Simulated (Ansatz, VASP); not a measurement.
**One calculation of Si3N4, two programs**

Contents of INCAR:

```
PREC = Accurate
ENCUT = 520
EDIFF = 1E-7
ISMEAR = 0
SIGMA = 0.01
LREAL = F
LASPH = T
NELM = 120
ALGO = Normal
ISIF = 2
LWAVE = F
LCHARG = F
GGA = CA
IBRION = 2
NSW = 80
EDIFFG = -0.003
GGA_COMPAT = F
NELMIN = 4
```

KPOINTS

```
Automatic mesh
0
Gamma
  5 5 5
```

The input POSCAR:

```
Si3N4
1.0
    0.0000000000      3.8766325000      3.8766325000
    3.8766325000      0.0000000000      3.8766325000
    3.8766325000      3.8766325000      0.0000000000
Si N
6 8
Direct
    0.1250000000      0.1250000000      0.1250000000
    0.6250000000      0.1250000000      0.1250000000
    0.1250000000      0.1250000000      0.6250000000
    0.1250000000      0.6250000000      0.1250000000
    0.5000000000      0.5000000000      0.5000000000
    0.7500000000      0.7500000000      0.7500000000
    0.8824000000      0.8824000000      0.8824000000
    0.8972000000      0.3676000000      0.3676000000
    0.8824000000      0.8824000000      0.3528000000
    0.3676000000      0.8972000000      0.3676000000
    0.3528000000      0.8824000000      0.8824000000
    0.3676000000      0.3676000000      0.3676000000
    0.8824000000      0.3528000000      0.8824000000
    0.3676000000      0.3676000000      0.8972000000
```

Input for Ansatz:

```yaml
crystal:
  lattice:
    - [0.0, 3.8766325, 3.8766325]
    - [3.8766325, 0.0, 3.8766325]
    - [3.8766325, 3.8766325, 0.0]
  atoms:
    - { symbol: Si, position: [0.125, 0.125, 0.125] }
    - { symbol: Si, position: [0.625, 0.125, 0.125] }
    - { symbol: Si, position: [0.125, 0.125, 0.625] }
    - { symbol: Si, position: [0.125, 0.625, 0.125] }
    - { symbol: Si, position: [0.5, 0.5, 0.5] }
    - { symbol: Si, position: [0.75, 0.75, 0.75] }
    - { symbol: "N", position: [0.8824, 0.8824, 0.8824] }
    - { symbol: "N", position: [0.8972, 0.3676, 0.3676] }
    - { symbol: "N", position: [0.8824, 0.8824, 0.3528] }
    - { symbol: "N", position: [0.3676, 0.8972, 0.3676] }
    - { symbol: "N", position: [0.3528, 0.8824, 0.8824] }
    - { symbol: "N", position: [0.3676, 0.3676, 0.3676] }
    - { symbol: "N", position: [0.8824, 0.3528, 0.8824] }
    - { symbol: "N", position: [0.3676, 0.3676, 0.8972] }
scf:
  occupations: { method: fixed }
output:
  forces: true
  stress: true
  eigenvalues: true
kpoints:
  mp_grid: { grid: [5, 5, 5] }
hamiltonian:
  xc: lda
relax:
  f_tol: 0.003
  max_steps: 60
```

Alike in both runs: task relaxation of the atoms; functional LDA; k mesh 5 × 5 × 5; no spin polarisation.

```csv
,VASP,Ansatz
version,VASP 6.6.1,Ansatz 0.2.0
potentials or method,"VASP PAW LDA potentials, release 64 (Si, N)","scalar-relativistic, plane waves, PAW"
plane-wave cutoff (eV),520,420
occupations,"gaussian, width 0.01 eV",fixed
valence electrons in the cell,64,64
```

VASP gave:

```
gap on the k mesh at the Fermi level, each at its own relaxed structure (eV) : 3.26
```

Question: Which values does Ansatz return?

Answer: gap on the k mesh at the Fermi level, each at its own relaxed structure (eV): 3.27.

LDA's correlation is that of Perdew and Zunger in VASP and of Perdew and Wang (1992) in Ansatz. Ansatz's warnings: stress scf threshold loose.
